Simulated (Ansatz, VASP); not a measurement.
## One calculation of KF, two programs

The input INCAR:

```
  PREC = Accurate
  ENCUT = 520
  EDIFF = 1E-6
  ISMEAR = 0
  SIGMA = 0.05
  LREAL = F
  LASPH = T
  NELM = 80
  ALGO = Normal
  ISIF = 2
  LWAVE = F
  LCHARG = F
  NBANDS = 15
```

The input KPOINTS:

```
regular mesh
0
Gamma
  8 8 8
```

File POSCAR:

```
KF
1.0
    0.1421290761      2.6953460123      2.6953460123
    2.6953460123      0.1421290761      2.6953460123
    2.6953460123      2.6953460123      0.1421290761
K F
1 1
Direct
    0.0000000000      0.0000000000      0.0000000000
    0.5000000000      0.5000000000      0.5000000000
```

Input for Ansatz:

```yaml
crystal:
  lattice:
    - [0.1421290761, 2.6953460123, 2.6953460123]
    - [2.6953460123, 0.1421290761, 2.6953460123]
    - [2.6953460123, 2.6953460123, 0.1421290761]
  atoms:
    - { symbol: K, position: [0.0, 0.0, 0.0] }
    - { symbol: F, position: [0.5, 0.5, 0.5] }
basis:
  ecutwfc: 520.0
kpoints:
  mp_grid: { grid: [8, 8, 8] }
hamiltonian:
  xc: lda
scf:
  occupations: { method: gaussian, width: 0.05 }
output:
  forces: true
  stress: true
  eigenvalues: true
```

Alike in both runs: task single point; functional LDA; k mesh 8 × 8 × 8; occupations gaussian, width 0.05 eV; no spin polarisation.

|  | VASP | Ansatz |
| --- | --- | --- |
| version | VASP 6.6.1 | Ansatz 0.2.0 |
| potentials or method | VASP PAW LDA potentials, release 64 (K_sv, F), cutoff 520 eV | scalar-relativistic, plane waves, PAW |
| valence electrons in the cell | 16 | 16 |

|  | VASP | Ansatz | Ansatz less VASP |
| --- | --- | --- | --- |
| gap on the k mesh at the Fermi level (eV) | 6.02 | 6.04 | +0.018 |
| least direct gap on the mesh (eV) | 6.02 | 6.04 | +0.018 |
| pressure (GPa) | -1.8 | -2.0 | -0.17 |
| traceless stress, the component that is largest in VASP (GPa) | -0.90 | -0.92 | -0.016 |

LDA's correlation is that of Perdew and Zunger in VASP and of Perdew and Wang (1992) in Ansatz.
